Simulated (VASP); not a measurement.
# CsAs (Fm-3m) in VASP: further runs, part 2 of 2

VASP 6.6.1. Earlier steps stand in the parts before.

## 4. Relaxation of cell and atoms, PBE

This run uses another cell than the first one, of 49.39 Å³/atom, 1.468 times its volume.

INCAR reads:

```
SYSTEM = CsAs
PREC = Accurate
ENCUT = 600
EDIFF = 1E-6
ISMEAR = 0
SIGMA = 0.1
LREAL = .False.
LASPH = .True.
NELM = 80
ALGO = Normal
ISIF = 3
LWAVE = .False.
LCHARG = .False.
GGA = PE
IBRION = 2
NSW = 100
EDIFFG = -0.01
```

KPOINTS reads:

```
regular mesh
0
Gamma
  14 14 14
  0 0 0
```

POSCAR reads:

```
CsAs
1.0
    0.0000000000      3.6690340539      3.6690340539
    3.6690340539      0.0000000000      3.6690340539
    3.6690340539      3.6690340539      0.0000000000
Cs As
1 1
Direct
    0.0000000000      0.0000000000      0.0000000000
    0.5000000000      0.5000000000      0.5000000000
```

Potentials or basis: VASP PAW PBE potentials, release 64 (Cs_sv, As).

Started as:

```console
> cat potpaw_PBE.64/Cs_sv/POTCAR potpaw_PBE.64/As/POTCAR > POTCAR
> mpirun -np 1 vasp_std > vasp.out
```

OUTCAR:

```text
SYSTEM = CsAs
   PREC = Accurate
   ENCUT = 600
   EDIFF = 1E-6
   ISMEAR = 0
   LREAL = .False.
   LASPH = .True.
   NELM = 80
   ISIF = 3
   GGA = PE
   IBRION = 2
   NSW = 100
   EDIFFG = -0.01

 ion  position               nearest neighbor table
   1  0.000  0.000  0.000-
   2  0.500  0.500  0.500-

  LATTYP: Found a face centered cubic cell.
 ALAT       =     7.3380681078

  Lattice vectors:

 A1 = (   0.0000000000,   3.6690340539,   3.6690340539)
 A2 = (   3.6690340539,   0.0000000000,   3.6690340539)
 A3 = (   3.6690340539,   3.6690340539,   0.0000000000)

Analysis of symmetry for initial positions (statically):
=====================================================================
 Subroutine PRICEL returns:
 Original cell was already a primitive cell.

 Routine SETGRP: Setting up the symmetry group for a
 face centered cubic supercell.

 Subroutine GETGRP returns: Found 48 space group operations
[... 9 lines left out ...]

 Routine SETGRP: Setting up the symmetry group for a
 face centered cubic supercell.

 Subroutine GETGRP returns: Found 48 space group operations
[... 11 lines left out ...]
                                     Primitive cell

  volume of cell :      98.7837

  direct lattice vectors                    reciprocal lattice vectors
     0.000000000  3.669034054  3.669034054    -0.136275650  0.136275650  0.136275650
     3.669034054  0.000000000  3.669034054     0.136275650 -0.136275650  0.136275650
     3.669034054  3.669034054  0.000000000     0.136275650  0.136275650 -0.136275650

  length of vectors
     5.188797720  5.188797720  5.188797720     0.236036349  0.236036349  0.236036349

  position of ions in fractional coordinates (direct lattice)
     0.000000000  0.000000000  0.000000000
     0.500000000  0.500000000  0.500000000

  ion indices of the primitive-cell ions
   primitive index   ion index
                 1           1
                 2           2

----------------------------------------------------------------------------------------

 KPOINTS: regular mesh

Automatic generation of k-mesh.
 Grid dimensions read from file:
 generate k-points for:   14   14   14

 Generating k-lattice:

  Cartesian coordinates                     Fractional coordinates (reciprocal lattice)
    -0.009733975  0.009733975  0.009733975     0.071428571  0.000000000  0.000000000
     0.009733975 -0.009733975  0.009733975     0.000000000  0.071428571  0.000000000
     0.009733975  0.009733975 -0.009733975     0.000000000  0.000000000  0.071428571

  Length of vectors
     0.016859739  0.016859739  0.016859739

  Shift w.r.t. Gamma in fractional coordinates (k-lattice)
     0.000000000  0.000000000  0.000000000

 Subroutine IBZKPT returns following result:
 ===========================================

 Found    104 irreducible k-points:

 Following reciprocal coordinates:
            Coordinates               Weight
  0.000000  0.000000  0.000000      1.000000
  0.071429  0.000000  0.000000      8.000000
  0.142857  0.000000  0.000000      8.000000
  0.214286  0.000000  0.000000      8.000000
  0.285714  0.000000  0.000000      8.000000
  0.357143  0.000000  0.000000      8.000000
[... 16 lines left out ...]
  0.214286  0.142857  0.000000     24.000000
  0.285714  0.142857  0.000000     24.000000
 [... further k-points ...]
   k-points           NKPTS =    104   k-points in BZ     NKDIM =    104   number of bands    NBANDS=     11
   number of dos      NEDOS =    301   number of ions     NIONS =      2
   total plane-waves  NPLWV =  74088
   dimension x,y,z NGX =    42 NGY =   42 NGZ =   42
   dimension x,y,z NGXF=    84 NGYF=   84 NGZF=   84
   ions per type =               1   1
   NGX,Y,Z   is equivalent  to a cutoff of  13.46, 13.46, 13.46 a.u.
   NGXF,Y,Z  is equivalent  to a cutoff of  26.91, 26.91, 26.91 a.u.
 SYSTEM =  CsAs
   PREC   = accura    normal or accurate (medium, high low for compatibility)
   ISTART =      0    job   : 0-new  1-cont  2-samecut
   ICHARG =      2    charge: 1-file 2-atom 10-const
   ISPIN  =      1    spin polarized calculation?
   LNONCOLLINEAR =      F non collinear calculations
   LSORBIT =      F    spin-orbit coupling
   LASPH  =      T    aspherical Exc in radial PAW
   ENCUT  =  600.0 eV  44.10 Ry    6.64 a.u.  10.36 10.36 10.36*2*pi/ulx,y,z
   NELM   =     80;   NELMIN=  2; NELMDL= -5     # of ELM steps
   EDIFF  = 0.1E-05   stopping-criterion for ELM
   LREAL  =      F    real-space projection
   EDIFFG = -.1E-01   stopping-criterion for IOM
   NSW    =    100    number of steps for IOM
   IBRION =      2    ionic relax: 0-MD 1-quasi-New 2-CG
   NFREE  =      1    steps in history (QN), initial steepest desc. (CG)
   ISIF   =      3    stress and relaxation
   ISYM   =      2    0-nonsym 1-usesym 2-fastsym
   POTIM  = 0.5000    time-step for ionic-motion
   TEBEG  =    0.0;   TEEND  =   0.0 temperature during run
   PSTRESS=    0.0 pullay stress
   NELECT =      14.0000    total number of electrons
   NUPDOWN=      -1.0000    fix difference up-down
   EMIN   =  10.00;   EMAX   =-10.00  energy-range for DOS
   EFERMI =   0.00;   METHOD = LEGACY
   ISMEAR =     0;   SIGMA  =   0.10  broadening in eV -4-tet -1-fermi 0-gaus
   EFERMI_NEDOS =   21; number of points for ismear=-14 and -15
   IALGO  =     38    algorithm
   IMIX   =      4    mixing-type and parameters
     AMIX     =   0.40;   BMIX     =  1.00
     AMIX_MAG =   1.60;   BMIX_MAG =  1.00
  volume/ion in A,a.u.               =      49.39       333.31
  Fermi-wavevector in a.u.,A,eV,Ry     =   0.853537  1.612951  9.912194  0.728526
  Thomas-Fermi vector in A             =   1.969995
   LORBIT       =      0    0 simple, 1 ext, 2 COOP (PROOUT), +10 PAW based schemes
   GGA     = PE    functional components
   LHFCALC =     F    Hartree Fock is set to
   AEXX    =    0.0000 exact exchange contribution
   IVDW    =     0    specifies the selected vdW correction
   LEPSILON=     F    determine dielectric tensor
   LRPA    =     F    only Hartree local field effects (RPA)
 conjugate gradient relaxation of ions
 non-spin polarized calculation
 Gauss-broadening in eV      SIGMA  =   0.10
  energy-cutoff  :      600.00
  volume of cell :       98.78
 maximum number of plane-waves:      3322
 NGX is ok and might be reduce to    42
   NGX = 21   NGY = 21   NGZ = 21

--------------------------------------- Ionic step        1  -------------------------------------------

 number of electron      13.9999999 magnetization

 Free energy of the ion-electron system (eV)
  ---------------------------------------------------
  ext. energy  EPLUGINS =         0.00000000
  ---------------------------------------------------
  free energy    TOTEN  =        -4.37528791 eV

  energy without entropy =       -4.32947135  energy(sigma->0) =       -4.35237963

------------------------ aborting loop because EDIFF is reached ----------------------------------------

  FORCE on cell =-STRESS in cart. coord.  units (eV):
  Direction    XX          YY          ZZ          XY          YZ          ZX
  --------------------------------------------------------------------------------------
  -------------------------------------------------------------------------------------
  Total        0.0300259      0.0300259      0.0300259      0.0000000      0.0000000     -0.0000000
  in kB        0.4869911      0.4869911      0.4869911      0.0000000      0.0000000     -0.0000000
  external PRESSURE =       0.4869911 kB  Pullay stress =       0.0000000 kB
[... 57 lines left out ...]
  energy  without entropy=       -4.3293653359  energy(sigma->0) =       -4.35235327

--------------------------------------- Ionic step        3  -------------------------------------------

 number of electron      13.9999999 magnetization

 Free energy of the ion-electron system (eV)
  ---------------------------------------------------
  ext. energy  EPLUGINS =         0.00000000
  ---------------------------------------------------
  free energy    TOTEN  =        -4.37537527 eV

  energy without entropy =       -4.32904899  energy(sigma->0) =       -4.35221213

 E-fermi :   0.0791     XC(G=0):  -7.2258

 val. band max:        0.0738980911   @ k =   0.2857   0.0000   0.0000
 cond. band min:       0.0811891969   @ k =  -0.4286   0.4286   0.0714
 fundamental gap:      0.0072911058
 Fermi energy:         0.0790652907

 k-point     1 :       0.0000    0.0000    0.0000
  band No.  band energies     occupation
      1     -20.9293      2.00000
      2      -8.9935      2.00000
      3      -7.7097      2.00000
      4      -7.7097      2.00000
      5      -7.7097      2.00000
      6       0.5014      0.00000
      7       0.5014      0.00000
      8       0.5014      0.00000
      9       3.1222      0.00000
     10       4.5837      0.00000
     11       4.5837      0.00000
[... 309 lines left out ...]
 k-point    24 :       0.2857    0.1429    0.0000
  band No.  band energies     occupation
      1     -20.9193      2.00000
      2      -9.1724      2.00000
      3      -7.7470      2.00000
      4      -7.7395      2.00000
      5      -7.5071      2.00000
      6      -0.4239      2.00000
      7       0.2045      0.07600
      8       0.2771      0.00511
      9       4.0565      0.00000
     10       4.4725      0.00000
     11       5.6882      0.00000

 [... further k-points ...]

------------------------ aborting loop because EDIFF is reached ----------------------------------------

  FORCE on cell =-STRESS in cart. coord.  units (eV):
  Direction    XX          YY          ZZ          XY          YZ          ZX
  --------------------------------------------------------------------------------------
  -------------------------------------------------------------------------------------
  Total       -0.0018851     -0.0018851     -0.0018851     -0.0000000     -0.0000000      0.0000000
  in kB       -0.0303680     -0.0303680     -0.0303680     -0.0000000     -0.0000000      0.0000000
  external PRESSURE =      -0.0303680 kB  Pullay stress =       0.0000000 kB
[... 17 lines left out ...]
  FREE ENERGIE OF THE ION-ELECTRON SYSTEM (eV)
  ---------------------------------------------------
  free  energy   TOTEN  =        -4.3753752659 eV

  energy  without entropy=       -4.3290489881  energy(sigma->0) =       -4.35221213

 reached required accuracy - stopping structural energy minimisation
```

CONTCAR:

```text
CsAs
   1.00000000000000
     0.0000000000000000    3.6773465128149740    3.6773465128149740
     3.6773465128149740    0.0000000000000000    3.6773465128149740
     3.6773465128149740    3.6773465128149740    0.0000000000000000
  Cs              As
     1     1
Direct
     0.0000000000000000    0.0000000000000000    0.0000000000000000
     0.5000000000000000    0.5000000000000000    0.5000000000000000

  0.00000000E+00  0.00000000E+00  0.00000000E+00
  0.00000000E+00  0.00000000E+00  0.00000000E+00
```

Run time: 2.3 min. Hardware: 1 thread of Intel Xeon 6975P-C (Granite Rapids), shared host; peak memory 0.38 GiB.

What came out:

* Free energy: -4.3754 eV
* Relaxed volume: 49.73 Å³/atom
* Relaxed cell: a = 5.201 Å, b = 5.201 Å, c = 5.201 Å, α = 60.00°, β = 60.00°, γ = 60.00°
* Space group after relaxing (to 0.05 Å): Fm-3m (No. 225)
* Energy gained by relaxing: 0.0 meV/atom
* Ionic steps: 3
* Pressure after relaxing: 0.0 GPa
* Band gap on the k mesh: zero (band 7 reaches 0.50 eV, above the bottom of band 8 at -0.15 eV)

Final structure:
```xyz
2
Lattice="0.0000 3.6773 3.6773 3.6773 0.0000 3.6773 3.6773 3.6773 0.0000" Properties=species:S:1:pos:R:3 pbc="T T T"
Cs    0.0000    0.0000    0.0000
As    3.6773    3.6773    3.6773
```

Caveat: spin-orbit coupling is left out, which moves the levels of the heavy elements.

## 5. Overview

```tsv
task	cell	k mesh	cutoff (eV)	gap on the mesh (eV)	pressure (GPa)	relaxed volume (Å³/atom)
relaxation of cell and atoms	relaxed from a = 4.565 Å, angles 60.0°, 2 atoms	6 × 6 × 6	600	none	-0.1	50.06
single point	a = 5.189 Å, angles 60.0°, 2 atoms	14 × 14 × 14	520	none	0.0	-
relaxation of cell and atoms	relaxed from a = 5.189 Å, angles 60.0°, 2 atoms	14 × 14 × 14	600	none	0.0	49.73
```

Alike in all rows: level PBE; potentials or basis VASP PAW PBE potentials, release 64 (Cs_sv, As); no spin polarisation; smearing gaussian 0.1 eV.

Caveats: spin-orbit coupling is left out, which moves the levels of the heavy elements; the volume moved by over 15 % at a fixed basis, so the end points are rough (some runs).

Absolute energies hang on the potentials; compare differences alone.
